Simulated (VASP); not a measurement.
A run of VASP 6.6.1:

INCAR

```
SYSTEM = Al2Cu
PREC = Accurate
ENCUT = 520
EDIFF = 1E-7
ISMEAR = 0
SIGMA = 0.15
LREAL = .False.
LASPH = .True.
NELM = 100
ALGO = Fast
ISIF = 2
LWAVE = .False.
LCHARG = .True.
GGA = PE
LELF = .True.
LVHAR = .True.
NBANDS = 16
```

File KPOINTS:

```
Automatic mesh
0
Gamma
  14 14 14
  0 0 0
```

File POSCAR:

```
Al2Cu
1.0
   -2.1707523320      2.1707523320      2.6890032877
    2.1707523320     -2.1707523320      2.6890032877
    2.0615706662      2.0615706662     -2.6890032877
Al Cu
2 1
Direct
    0.7500000000      0.2500000000      0.5000000000
    0.2500000000      0.7500000000      0.5000000000
    0.5000000000      0.5000000000      0.0000000000
```

Potentials or basis: VASP PAW PBE potentials, release 64 (Al, Cu).

The run is started by

```console
$ cat potpaw_PBE.64/Al/POTCAR potpaw_PBE.64/Cu/POTCAR > POTCAR
$ mpirun -np 1 vasp_std > vasp.out
```

Hardware: 1 thread of Intel(R) Xeon(R) Platinum 8375C CPU @ 2.90GHz (Ice Lake), on a shared host.

**Question.** How long does it take, and how much memory?

**Answer.** It took 9.8 min on 1 thread of Intel(R) Xeon(R) Platinum 8375C CPU @ 2.90GHz (Ice Lake) (shared host), peak memory 0.42 GiB. Counts: scf iterations 19, k points 428.
